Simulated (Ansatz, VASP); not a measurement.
One calculation of NbP, two programs

```xyz
4
Lattice="-1.6726 1.6726 5.7225 1.6726 -1.6726 5.7225 1.6726 1.6726 -5.7225" Properties=species:S:1:pos:R:3 pbc="T T T"
Nb    0.0000    0.0000    8.5834
Nb    1.6726    0.0000    5.7222
P     0.0000    0.0000    3.8073
P     1.6726    0.0000    0.9460
```

Alike in both runs: task single point; functional PBE; k mesh 8 × 8 × 8; occupations fermi-dirac, width 0.02 eV; no spin polarisation.

|  | VASP | Ansatz |
| --- | --- | --- |
| version | VASP 6.6.1 | Ansatz 0.2.0 |
| potentials or method | VASP PAW PBE potentials, release 64 (Nb_sv, P) | plane waves, PAW |
| plane-wave cutoff (eV) | 520 | 420 |
| valence electrons in the cell | 36 | 36 |

Ansatz gave:

```
pressure (GPa)                                                : 0.1
traceless stress, the component that is largest in VASP (GPa) : 0.12
rms of the force components (eV/Å)                            : 0.006
```

Task: What did VASP give for the same quantities?

Result: Pressure (GPa): -0.3; traceless stress, the component that is largest in VASP (GPa): 0.14; rms of the force components (eV/Å): 0.005.

Atom by atom the forces differ by 0.001 eV/Å (rms over components).
